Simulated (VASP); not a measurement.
Set up this calculation in VASP 6.6.1, as the native input.

| Quantity | Value |
| --- | --- |
| Task | single point |
| Functional | PBE |
| Potentials or basis | VASP PAW PBE potentials, release 64 (Pd, Pt, S) |
| Cutoff | 520 eV |
| k mesh | 12 × 12 × 1 |
| Occupations | gaussian, width 0.02 eV |
| Spin | no spin polarisation |
| Dipole correction | no |
| Further INCAR settings | ALGO = Normal; EDIFF = 1e-07; NBANDS = 56 |

The structure of PdPt3S8 lies in POSCAR:

```
PdPt3S8
1.0
    3.5723416591      0.0000000000      0.0000000000
   -1.7861708295      3.0937386278      0.0000000000
    0.0000000000      0.0000000000     25.8516572738
Pd Pt S
1 3 8
Direct
    0.0000000000      0.0000000000      0.0000000000
    0.0000000000      0.0000000000      0.2483777473
    0.0000000000      0.0000000000      0.5000000000
    0.0000000000      0.0000000000      0.7516222527
    0.6666666667      0.3333333333      0.2008047081
    0.6666666667      0.3333333333      0.4524228750
    0.6666666667      0.3333333333      0.7040414301
    0.6666666667      0.3333333333      0.9524384444
    0.3333333333      0.6666666667      0.0475615556
    0.3333333333      0.6666666667      0.2959585699
    0.3333333333      0.6666666667      0.5475771250
    0.3333333333      0.6666666667      0.7991952919
```

These files were run (other wordings do the same):

INCAR

```
  PREC = Accurate
  ENCUT = 520
  EDIFF = 1E-7
  ISMEAR = 0
  SIGMA = 0.02
  LREAL = False
  LASPH = True
  NELM = 80
  ALGO = Normal
  ISIF = 2
  LWAVE = False
  LCHARG = True
  GGA = PE
  LELF = True
  LVHAR = True
  NBANDS = 56
```

KPOINTS

```
regular mesh
0
Gamma
  12 12 1
```

Potentials or basis: VASP PAW PBE potentials, release 64 (Pd, Pt, S).

Run with:

```sh
$ cat potpaw_PBE.64/Pd/POTCAR potpaw_PBE.64/Pt/POTCAR potpaw_PBE.64/S/POTCAR > POTCAR
$ mpirun -np 1 vasp_std > vasp.out
```

Results of the run:

- Pressure: -0.3 GPa
- Largest force: 0.037 eV/Å
- Band gap on the k mesh: 1.10 eV (least direct gap 1.20 eV)

Caveat: spin-orbit coupling is left out, which moves the levels of the heavy elements; an odd mesh through Γ misses points on the zone boundary, where band edges can lie; this functional lacks dispersion, which binds the layers, so the pressure and a relaxed spacing across them are unreliable.

Wall time 12 min on 1 thread of Intel(R) Xeon(R) Platinum 8259CL CPU @ 2.50GHz (Skylake/Cascade Lake), with other jobs on the host, peak memory 0.53 GiB.
